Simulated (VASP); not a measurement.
Wanted: the native input for a VASP 6.6.1 run.

* Task: single point
* Functional: PBE
* Potentials or basis: VASP PAW PBE potentials, release 64 (Mg, O)
* Cutoff: 600 eV
* k mesh: 10 × 10 × 10
* Occupations: gaussian, width 0.05 eV
* Spin: no spin polarisation
* Dipole correction: no
* Further INCAR settings: ALGO = Normal; EDIFF = 1e-06; NBANDS = 11

The structure of MgO lies in POSCAR:

```
MgO
1.0
    0.0000000000      2.1272186771      2.1272186771
    2.1272186771      0.0000000000      2.1272186771
    2.1272186771      2.1272186771      0.0000000000
Mg O
1 1
Direct
    0.0266123684      0.0266123684     -0.0266123684
    0.4595716224      0.4595716224      0.5404283776
```

The input as run:

INCAR

```
PREC = Accurate ; ENCUT = 600
EDIFF = 1E-6 ; ISMEAR = 0
SIGMA = 0.05 ; LREAL = F
LASPH = T ; NELM = 120
ALGO = Normal ; ISIF = 2
LWAVE = F ; LCHARG = F
GGA = PE ; NBANDS = 11
GGA_COMPAT = F
```

KPOINTS

```
regular mesh
0
Gamma
  10 10 10
```

Potentials or basis: VASP PAW PBE potentials, release 64 (Mg, O).

The run is started by

```console
$ cat potpaw_PBE.64/Mg/POTCAR potpaw_PBE.64/O/POTCAR > POTCAR
$ mpirun -np 1 vasp_std > vasp.out
```

It gave:

```
Pressure               : 7.1 GPa
Largest force          : 2.261 eV/Å
Band gap on the k mesh : 4.43 eV, direct
```

Caveat: forces of over 1 eV/Å act on the atoms, so gaps and moduli don't describe the material at rest.

Run time: 7.9 s on 1 thread of Intel(R) Xeon(R) 6975P-C (Granite Rapids), on a shared host, peak memory 0.15 GiB.
